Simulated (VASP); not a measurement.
Write the native input for VASP 6.6.1 that does the following.

```
Task                   : single point
Functional             : r2SCAN
Potentials or basis    : VASP PAW PBE potentials, release 64 (Pt)
Cutoff                 : 520 eV
k mesh                 : 18 × 18 × 18
Occupations            : gaussian, width 0.1 eV
Spin                   : no spin polarisation
Dipole correction      : no
Further INCAR settings : ALGO = Normal; EDIFF = 1e-07; NBANDS = 11
```

Pt:

```
Pt
1.0
     0.00000    1.97011    1.97011
     1.97011    0.00000    1.97011
     1.97011    1.97011    0.00000
Pt
1
Direct
  0.00000 0.00000 0.00000
```

These files were run (other wordings do the same):

POSCAR

```
Pt
1.0
    0.0000000000      1.9701092149      1.9701092149
    1.9701092149      0.0000000000      1.9701092149
    1.9701092149      1.9701092149      0.0000000000
Pt
1
Direct
    0.0000000000      0.0000000000      0.0000000000
```

INCAR.step1

```
PREC = Accurate
ENCUT = 520
ISMEAR = 0
SIGMA = 0.1
LREAL = False
LASPH = True
NELM = 100
NBANDS = 11
GGA = PE
ALGO = Normal
EDIFF = 1E-4
LWAVE = True
LCHARG = False
```

INCAR.step2

```
PREC = Accurate
ENCUT = 520
EDIFF = 1E-7
ISMEAR = 0
SIGMA = 0.1
LREAL = False
LASPH = True
NELM = 100
ALGO = Normal
ISIF = 2
LWAVE = False
LCHARG = False
METAGGA = R2SCAN
LMIXTAU = True
NBANDS = 11
ISTART = 1
```

KPOINTS

```
regular mesh
0
Gamma
  18 18 18
```

Potentials or basis: VASP PAW PBE potentials, release 64 (Pt).

Launch:

```bash
$ cat potpaw_PBE.64/Pt/POTCAR > POTCAR
$ cp INCAR.step1 INCAR
$ mpirun -np 1 vasp_std > vasp.out
$ cp INCAR.step2 INCAR
$ mpirun -np 1 vasp_std > vasp.out
```

It gave:

```yaml
Pressure: 0.7 GPa
Band_gap_on_the_k_mesh: zero (band 5 reaches 11.26 eV, above the bottom of band 6 at 8.94 eV)
```

Caveat: the PAW data sets were made with another functional, which shifts forces and pressure a little; spin-orbit coupling is left out, which moves the levels of the heavy elements.

It took 2.1 min on 1 thread of Intel(R) Xeon(R) Platinum 8259CL CPU @ 2.50GHz (Skylake/Cascade Lake) (shared host), peak memory 0.17 GiB.
